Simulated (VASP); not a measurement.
# B in VASP: a series of runs

Runs on B. Level: PBE. Tasks: relaxation of cell and atoms, single point.

All numbers are computed with VASP 6.6.1; they aren't measurements. Logs are shortened: lines on timing, memory, paths and dates and some standing lists are left out, and cuts for length are marked.

**1. The cell of the first run**

It takes space group Cmmm (No. 65, orthorhombic). The conventional cell has a = 1.813 Å, b = 3.385 Å, c = 2.643 Å, α = 90.00°, β = 90.00°, γ = 90.00°. Within 2.4 Å of B (site symmetry mmm) lie 6 B at 1.81 to 1.92 Å.

**2. Relaxation of cell and atoms, PBE**

File INCAR:

```
SYSTEM = B
ALGO = Normal ; EDIFF = 1E-6
EDIFFG = -0.04 ; ENCUT = 600
GGA = PE ; IBRION = 2
ISIF = 3 ; ISMEAR = 0
LASPH = .True. ; LCHARG = .False.
LREAL = .False. ; LWAVE = .False.
NELM = 100 ; NSW = 90
PREC = Accurate ; SIGMA = 0.1
```

File KPOINTS:

```
k-points
0
Gamma
  10 10 6
  0 0 0
```

File POSCAR:

```
B
1.0
    0.9066109793     -1.6926496544      0.0000000000
    0.9066109793      1.6926496544      0.0000000000
    0.0000000000      0.0000000000      2.6433158987
B
1
Direct
    0.0000000000      0.0000000000      0.0000000000
```

Potentials or basis: VASP PAW PBE potentials, release 64 (B).

On the command line:

```console
$ cat potpaw_PBE.64/B/POTCAR > POTCAR
$ mpirun -np 1 vasp_std > vasp.out
```

OUTCAR:

```text
SYSTEM = B
   EDIFF = 1E-6
   EDIFFG = -0.04
   ENCUT = 600
   GGA = PE
   IBRION = 2
   ISIF = 3
   ISMEAR = 0
   LASPH = .True.
   LREAL = .False.
   NELM = 100
   NSW = 90
   PREC = Accurate

 ion  position               nearest neighbor table
   1  0.000  0.000  0.000-

  LATTYP: Found a base centered orthorhombic cell.
 ALAT       =     1.8132219586
 B/A-ratio  =     1.8670076726
 C/A-ratio  =     1.4578005115

  Lattice vectors:

 A1 = (   0.9066109793,  -1.6926496544,   0.0000000000)
 A2 = (   0.9066109793,   1.6926496544,   0.0000000000)
 A3 = (   0.0000000000,   0.0000000000,   2.6433158987)

Analysis of symmetry for initial positions (statically):
=====================================================================
 Subroutine PRICEL returns:
 Original cell was already a primitive cell.

 Routine SETGRP: Setting up the symmetry group for a
 base centered orthorhombic supercell.

 Subroutine GETGRP returns: Found  8 space group operations
 (whereof  8 operations were pure point group operations)
 out of a pool of  8 trial point group operations.

The static configuration has the point symmetry D_2h.

Analysis of symmetry for dynamics (positions and initial velocities):
=====================================================================
 Subroutine PRICEL returns:
 Original cell was already a primitive cell.

 Routine SETGRP: Setting up the symmetry group for a
 base centered orthorhombic supercell.

 Subroutine GETGRP returns: Found  8 space group operations
 (whereof  8 operations were pure point group operations)
 out of a pool of  8 trial point group operations.

The dynamic configuration has the point symmetry D_2h.

 Subroutine INISYM returns: Found  8 space group operations
 (whereof  8 operations are pure point group operations),
 and found     1 'primitive' translations

----------------------------------------------------------------------------------------

                                     Primitive cell

  volume of cell :       8.1127

  direct lattice vectors                    reciprocal lattice vectors
     0.906610979 -1.692649654  0.000000000     0.551504462 -0.295394855  0.000000000
     0.906610979  1.692649654  0.000000000     0.551504462  0.295394855  0.000000000
     0.000000000  0.000000000  2.643315899     0.000000000  0.000000000  0.378312710

  length of vectors
     1.920157889  1.920157889  2.643315899     0.625631914  0.625631914  0.378312710

  position of ions in fractional coordinates (direct lattice)
     0.000000000  0.000000000  0.000000000

  ion indices of the primitive-cell ions
   primitive index   ion index
                 1           1

----------------------------------------------------------------------------------------

 KPOINTS: k-points

Automatic generation of k-mesh.
 Grid dimensions read from file:
 generate k-points for:   10   10    6

 Generating k-lattice:

  Cartesian coordinates                     Fractional coordinates (reciprocal lattice)
     0.055150446 -0.029539486  0.000000000     0.100000000 -0.000000000  0.000000000
     0.055150446  0.029539486  0.000000000    -0.000000000  0.100000000  0.000000000
     0.000000000  0.000000000  0.063052118     0.000000000  0.000000000  0.166666667

  Length of vectors
     0.062563191  0.062563191  0.063052118

  Shift w.r.t. Gamma in fractional coordinates (k-lattice)
     0.000000000  0.000000000  0.000000000

 Subroutine IBZKPT returns following result:
 ===========================================

 Found    124 irreducible k-points:

 Following reciprocal coordinates:
            Coordinates               Weight
  0.000000  0.000000  0.000000      1.000000
  0.100000  0.000000  0.000000      4.000000
  0.200000  0.000000  0.000000      4.000000
  0.300000  0.000000  0.000000      4.000000
  0.400000  0.000000  0.000000      4.000000
  0.500000  0.000000  0.000000      2.000000
[... 16 lines left out ...]
  0.300000  0.300000  0.000000      2.000000
  0.400000  0.300000  0.000000      4.000000
 [... further k-points ...]
   k-points           NKPTS =    124   k-points in BZ     NKDIM =    124   number of bands    NBANDS=      5
   number of dos      NEDOS =    301   number of ions     NIONS =      1
   total plane-waves  NPLWV =   6144
   dimension x,y,z NGX =    16 NGY =   16 NGZ =   24
   dimension x,y,z NGXF=    32 NGYF=   32 NGZF=   48
   ions per type =               1
   NGX,Y,Z   is equivalent  to a cutoff of  13.85, 13.85, 15.09 a.u.
   NGXF,Y,Z  is equivalent  to a cutoff of  27.71, 27.71, 30.19 a.u.
 SYSTEM =  B
   PREC   = accura    normal or accurate (medium, high low for compatibility)
   ISTART =      0    job   : 0-new  1-cont  2-samecut
   ICHARG =      2    charge: 1-file 2-atom 10-const
   ISPIN  =      1    spin polarized calculation?
   LNONCOLLINEAR =      F non collinear calculations
   LSORBIT =      F    spin-orbit coupling
   LASPH  =      T    aspherical Exc in radial PAW
   ENCUT  =  600.0 eV  44.10 Ry    6.64 a.u.   3.84  3.84  5.28*2*pi/ulx,y,z
   NELM   =    100;   NELMIN=  2; NELMDL= -5     # of ELM steps
   EDIFF  = 0.1E-05   stopping-criterion for ELM
   LREAL  =      F    real-space projection
   EDIFFG = -.4E-01   stopping-criterion for IOM
   NSW    =     90    number of steps for IOM
   IBRION =      2    ionic relax: 0-MD 1-quasi-New 2-CG
   NFREE  =      1    steps in history (QN), initial steepest desc. (CG)
   ISIF   =      3    stress and relaxation
   ISYM   =      2    0-nonsym 1-usesym 2-fastsym
   POTIM  = 0.5000    time-step for ionic-motion
   TEBEG  =    0.0;   TEEND  =   0.0 temperature during run
   PSTRESS=    0.0 pullay stress
   NELECT =       3.0000    total number of electrons
   NUPDOWN=      -1.0000    fix difference up-down
   EMIN   =  10.00;   EMAX   =-10.00  energy-range for DOS
   EFERMI =   0.00;   METHOD = LEGACY
   ISMEAR =     0;   SIGMA  =   0.10  broadening in eV -4-tet -1-fermi 0-gaus
   EFERMI_NEDOS =   21; number of points for ismear=-14 and -15
   IALGO  =     38    algorithm
   IMIX   =      4    mixing-type and parameters
     AMIX     =   0.40;   BMIX     =  1.00
     AMIX_MAG =   1.60;   BMIX_MAG =  1.00
  volume/ion in A,a.u.               =       8.11        54.75
  Fermi-wavevector in a.u.,A,eV,Ry     =   1.175059  2.220539 18.786419  1.380763
  Thomas-Fermi vector in A             =   2.311446
   LORBIT       =      0    0 simple, 1 ext, 2 COOP (PROOUT), +10 PAW based schemes
   GGA     = PE    functional components
   LHFCALC =     F    Hartree Fock is set to
   AEXX    =    0.0000 exact exchange contribution
   IVDW    =     0    specifies the selected vdW correction
   LEPSILON=     F    determine dielectric tensor
   LRPA    =     F    only Hartree local field effects (RPA)
 conjugate gradient relaxation of ions
 non-spin polarized calculation
 Gauss-broadening in eV      SIGMA  =   0.10
  energy-cutoff  :      600.00
  volume of cell :        8.11
 maximum number of plane-waves:       283
   NGX =  7   NGY =  7   NGZ = 11

--------------------------------------- Ionic step        1  -------------------------------------------

 number of electron       3.0000000 magnetization

 Free energy of the ion-electron system (eV)
  ---------------------------------------------------
  ext. energy  EPLUGINS =         0.00000000
  ---------------------------------------------------
  free energy    TOTEN  =        -5.61968243 eV

  energy without entropy =       -5.61666979  energy(sigma->0) =       -5.61817611

------------------------ aborting loop because EDIFF is reached ----------------------------------------

  FORCE on cell =-STRESS in cart. coord.  units (eV):
  Direction    XX          YY          ZZ          XY          YZ          ZX
  --------------------------------------------------------------------------------------
  -------------------------------------------------------------------------------------
  Total       -2.8239240     -0.9756275     -0.1954949     -0.0000000      0.0000000      0.0000000
  in kB     -557.6946480   -192.6759498    -38.6081432     -0.0000000      0.0000000      0.0000000
  external PRESSURE =    -262.9929137 kB  Pullay stress =       0.0000000 kB
[... 86 lines left out ...]
  FREE ENERGIE OF THE ION-ELECTRON SYSTEM (eV)
  ---------------------------------------------------
  free  energy   TOTEN  =        -5.8095641440 eV

  energy  without entropy=       -5.8087526236  energy(sigma->0) =       -5.80915838

[... ionic steps 4 to 17 ...]

--------------------------------------- Ionic step       18  -------------------------------------------

 number of electron       3.0000000 magnetization

------------------------ aborting loop because EDIFF is reached ----------------------------------------

  FORCE on cell =-STRESS in cart. coord.  units (eV):
  Direction    XX          YY          ZZ          XY          YZ          ZX
  --------------------------------------------------------------------------------------
  -------------------------------------------------------------------------------------
  Total        0.2136008      0.1582966      0.0125894     -0.0000000      0.0000000      0.0000000
  in kB       38.8835808     28.8160796      2.2917599     -0.0000000      0.0000000      0.0000000
  external PRESSURE =      23.3304734 kB  Pullay stress =       0.0000000 kB
[... 55 lines left out ...]
  energy  without entropy=       -5.9710350784  energy(sigma->0) =       -5.97182058

--------------------------------------- Ionic step       20  -------------------------------------------

 number of electron       3.0000000 magnetization

 Free energy of the ion-electron system (eV)
  ---------------------------------------------------
  ext. energy  EPLUGINS =         0.00000000
  ---------------------------------------------------
  free energy    TOTEN  =        -5.97269348 eV

  energy without entropy =       -5.97125091  energy(sigma->0) =       -5.97197219

 E-fermi :   5.5101     XC(G=0): -10.3516

 val. band max:        5.4921881784   @ k =  -0.4000   0.3000   0.3333
 cond. band min:       5.5385375162   @ k =   0.4000   0.4000   0.3333
 fundamental gap:      0.0463493378
 Fermi energy:         5.5100634155

 k-point     1 :       0.0000    0.0000    0.0000
  band No.  band energies     occupation
      1     -11.5511      2.00000
      2      -0.7507      2.00000
      3       8.2797      0.00000
      4      29.6074      0.00000
      5      30.4372      0.00000

 k-point     2 :       0.1000    0.0000    0.0000
  band No.  band energies     occupation
      1     -11.0838      2.00000
      2      -0.0974      2.00000
      3       8.8308      0.00000
      4      28.0407      0.00000
      5      28.5190      0.00000
[... 169 lines left out ...]
 k-point    24 :       0.4000    0.3000    0.0000
  band No.  band energies     occupation
      1      -0.0175      2.00000
      2       4.6091      2.00000
      3      13.8776      0.00000
      4      14.1270      0.00000
      5      26.0640      0.00000

 [... further k-points ...]
[... 5 lines left out ...]
  --------------------------------------------------------------------------------------
  -------------------------------------------------------------------------------------
  Total        0.0314948     -0.0209727      0.0286236      0.0000000      0.0000000      0.0000000
  in kB        5.6899190     -3.7889774      5.1711870      0.0000000      0.0000000      0.0000000
  external PRESSURE =       2.3573762 kB  Pullay stress =       0.0000000 kB
[... 16 lines left out ...]
  FREE ENERGIE OF THE ION-ELECTRON SYSTEM (eV)
  ---------------------------------------------------
  free  energy   TOTEN  =        -5.9726934779 eV

  energy  without entropy=       -5.9712509103  energy(sigma->0) =       -5.97197219

 reached required accuracy - stopping structural energy minimisation
```

Run time: 28 s. Hardware: 1 thread of Intel Xeon Platinum 8375C at 2.90GHz (Ice Lake), shared host; peak memory 0.12 GiB.

What came out:

```yaml
Free_energy: -5.9727 eV
Relaxed_volume: 8.87 Å³/atom
Relaxed_cell: a = 1.724 Å, b = 1.724 Å, c = 3.481 Å, α = 90.00°, β = 90.00°, γ = 121.05°
Space_group_after_relaxing_to_0.1_Å: P6/mmm (No. 191)
Energy_gained_by_relaxing: 353.0 meV/atom
Ionic_steps: 20
Pressure_after_relaxing: 0.2 GPa
Band_gap_on_the_k_mesh: zero (an odd number of electrons rules out a gap without spin polarisation)
```

The path:
| step | energy change (eV) | largest force (eV/Å) | pressure (GPa) | volume (Å³) |
| --- | --- | --- | --- | --- |
| 1 | 0.0000 | 0.0000 | -26.30 | 8.11 |
| 2 | -0.1145 | 0.0000 | 39.32 | 6.61 |
| 3 | -0.1899 | 0.0000 | 9.05 | 7.09 |
| 4 | -0.2168 | 0.0000 | 17.09 | 7.30 |
| 5 | -0.2174 | 0.0000 | 19.02 | 7.33 |
| 6 | -0.2408 | 0.0000 | 14.27 | 7.59 |
| 7 | -0.2769 | 0.0000 | 3.25 | 8.37 |
| 8 | -0.2788 | 0.0000 | 0.81 | 8.59 |
| 9 | -0.2793 | 0.0000 | 0.03 | 8.71 |
| 10 | -0.2793 | 0.0000 | -1.89 | 8.95 |
| 11 | -0.2796 | 0.0000 | -0.94 | 8.84 |
| 12 | -0.2858 | 0.0000 | -1.81 | 8.85 |
| 13 | -0.3009 | 0.0000 | -1.99 | 8.88 |
| 14 | -0.3125 | 0.0000 | -3.10 | 8.89 |
| 15 | -0.3314 | 0.0000 | 9.66 | 8.80 |
| 16 | -0.3364 | 0.0000 | -4.44 | 8.89 |
| 17 | -0.3527 | 0.0000 | -0.49 | 8.85 |
| 18 | -0.3523 | 0.0000 | 2.33 | 8.80 |
| 19 | -0.3529 | 0.0000 | 0.46 | 8.84 |
| 20 | -0.3530 | 0.0000 | 0.24 | 8.87 |

Final structure:
```
CELL_PARAMETERS angstrom
0.84845 -1.50116 0.00000
0.84845 1.50116 0.00000
0.00000 0.00000 3.48145
ATOMIC_POSITIONS crystal
B 0.00000 0.00000 0.00000
```

Caveat: the k points lie up to 0.43 Å⁻¹ apart in the final cell, too coarse for converged energies and pressures of a metal; a cell axis changed by over 15 % at a fixed basis, so the end point is rough.

**3. Single point, PBE**

This run uses another cell than the first one, of 10.15 Å³/atom.

File INCAR:

```
ALGO = Normal
EDIFF = 1E-6
ENCUT = 520
GGA = PE
ISIF = 2
ISMEAR = 0
LASPH = T
LCHARG = F
LREAL = F
LWAVE = F
NBANDS = 8
NELM = 80
PREC = Accurate
SIGMA = 0.1
```

File KPOINTS:

```
k-points
0
Gamma
  36 36 16
```

File POSCAR:

```
B
1.0
    0.8559820007     -1.4826037743      0.0000000000
    0.8559820007      1.4826037743      0.0000000000
    0.0000000000      0.0000000000      4.0001539530
B
1
Direct
    0.0000000000      0.0000000000      0.0000000000
```

Potentials or basis: VASP PAW PBE potentials, release 64 (B).

On the command line:

```console
$ cat potpaw_PBE.64/B/POTCAR > POTCAR
$ mpirun -np 1 vasp_std > vasp.out
```

It took 47 s on 1 thread of Intel Xeon Platinum 8375C at 2.90GHz (Ice Lake), shared host; peak memory 0.18 GiB.

Results (log left out):

```yaml
Free_energy: -5.9993 eV
Pressure: -0.1 GPa
Band_gap_on_the_k_mesh: zero (an odd number of electrons rules out a gap without spin polarisation)
```

Levels at points of the mesh, in eV from the Fermi level:
| k point | band 1 | band 2 | band 3 | band 4 | band 5 | band 6 | band 7 |
| --- | --- | --- | --- | --- | --- | --- | --- |
| (0.00, 0.00, 0.00) | -17.06 | -7.10 | 2.02 | 20.88 | 24.53 | 24.53 | 26.11 |
| (0.50, 0.00, 0.00) | -8.76 | 1.15 | 5.94 | 13.72 | 15.89 | 17.84 | 19.24 |
| (0.00, 0.00, 0.50) | -16.91 | -8.22 | 7.14 | 10.84 | 24.54 | 24.54 | 38.90 |
| (0.50, 0.00, 0.50) | -8.73 | 1.35 | 5.38 | 11.68 | 15.89 | 22.18 | 25.64 |

The gap in the log of VASP goes by the Fermi energy; the results here count the filled bands.